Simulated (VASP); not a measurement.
Wanted: the native input for a VASP 6.6.1 run.

- Task: electric field gradients
- Functional: PBE
- Potentials or basis: VASP PAW PBE potentials, release 64 (Si, C)
- Cutoff: 520 eV
- k mesh: 15 × 15 × 8
- Occupations: fermi-dirac, width 0.08 eV
- Spin: no spin polarisation
- Dipole correction: no
- Further INCAR settings: ALGO = Normal; EDIFF = 1e-08; NBANDS = 16

The structure of SiC lies in POSCAR:

```
SiC
1.0
    3.0657105101      0.0000000000      0.0000000000
   -1.5328552551      2.6549831825      0.0000000000
    0.0000000000      0.0000000000      5.0311169308
Si C
2 2
Direct
    0.3333333333      0.6666666667      0.0000000000
    0.6666666667      0.3333333333      0.5000000000
    0.3333333333      0.6666666667      0.3850000000
    0.6666666667      0.3333333333      0.8850000000
```

This cell differs from its parent crystal: volume scaled by 0.99.

The input as run:

INCAR

```
PREC = Accurate
ENCUT = 520
EDIFF = 1E-8
ISMEAR = -1
SIGMA = 0.08
LREAL = False
LASPH = True
NELM = 80
ALGO = Normal
ISIF = 2
LWAVE = False
LCHARG = False
GGA = PE
LEFG = True
NBANDS = 16
```

KPOINTS

```
Automatic mesh
0
Gamma
  15 15 8
```

Potentials or basis: VASP PAW PBE potentials, release 64 (Si, C).

Launch:

```console
$ cat potpaw_PBE.64/Si/POTCAR potpaw_PBE.64/C/POTCAR > POTCAR
$ mpirun -np 1 vasp_std > vasp.out
```

It gave:

The pressure is 6.0 GPa, the largest force is 0.769 eV/Å and the band gap on the k mesh is 2.30 eV, indirect (least direct gap 4.11 eV).

Caveat: without QUAD_EFG the Cq values of the log hold for a quadrupole moment of 1 mb, not for the nuclei.

It took 26 s on 1 thread of Intel(R) Xeon(R) 6975P-C (Granite Rapids), with other jobs on the host, peak memory 0.2 GiB.
